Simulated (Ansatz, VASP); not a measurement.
**AlH4: VASP beside Ansatz**

```
Al H
1.0
     3.05189    0.00000    0.00000
     0.00000    3.05189    0.00000
     0.00000    0.00000    6.09215
Al H
1 4
Direct
  0.50000 0.50000 0.00000
  0.66098 0.66098 0.50000
  0.33902 0.33902 0.50000
  0.33902 0.66098 0.50000
  0.66098 0.33902 0.50000
```

Alike in both runs: task single point; functional PBE; k mesh 6 × 6 × 4; occupations gaussian, width 0.1 eV; no spin polarisation.

|  | VASP | Ansatz |
| --- | --- | --- |
| version | VASP 6.6.1 | Ansatz 0.2.0 |
| potentials or method | VASP PAW PBE potentials, release 64 (Al, H), cutoff 520 eV | scalar-relativistic, plane waves, PAW |
| valence electrons in the cell | 7 | 7 |

|  | VASP | Ansatz | Ansatz less VASP |
| --- | --- | --- | --- |
| gap on the k mesh at the Fermi level (eV) | none | none | - |
| pressure (GPa) | -2.2 | -2.0 | +0.14 |
| traceless stress, the component that is largest in VASP (GPa) | 0.90 | 0.90 | -0.009 |
| rms of the force components (eV/Å) | 1.431 | 1.432 | +0.0012 |

Atom by atom the forces differ by 0.001 eV/Å (rms over components). A gap of «none» marks a metal or a gap that the smearing closes.
